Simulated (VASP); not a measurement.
ScSi2, 3 atoms in the cell. It takes space group P6/mmm (No. 191, hexagonal). The conventional cell has a = 3.985 Å, b = 3.985 Å, c = 3.570 Å, α = 90.00°, β = 90.00°, γ = 120.00°. Within 3.8 Å of Sc (site symmetry 6/mmm) lie 12 Si at 2.91 Å and 2 Sc at 3.57 Å. Within 3.0 Å of Si (site symmetry -6m2) lie 3 Si at 2.30 Å and 6 Sc at 2.91 Å. 

```yaml
Program: VASP 6.6.1
Task: relaxation of shape and atoms at fixed volume
Functional: PBE
Potentials_or_basis: VASP PAW PBE potentials, release 64 (Sc_sv, Si)
Cutoff: 600 eV
k_mesh: 10 × 10 × 10
Occupations: gaussian, width 0.05 eV
Spin: no spin polarisation
Dipole_correction: no
Further_INCAR_settings: ALGO = Normal; EDIFF = 1e-06; IBRION = 2; EDIFFG = -0.01; NSW = 60; ISIF = 4
```

Potentials or basis: VASP PAW PBE potentials, release 64 (Sc_sv, Si).

The run is started by

```console
$ cat potpaw_PBE.64/Sc_sv/POTCAR potpaw_PBE.64/Si/POTCAR > POTCAR
$ mpirun -np 1 vasp_std > vasp.out
```

Hardware: 1 thread of AMD EPYC 9R45 96-Core Processor (Zen 5), on a shared host.

Q: Estimate the wall time of this run.

A: It took 66 s on 1 thread of AMD EPYC 9R45 96-Core Processor (Zen 5), on a shared host, peak memory 0.19 GiB. Counts: scf iterations 23, k points 84, ion steps 3.
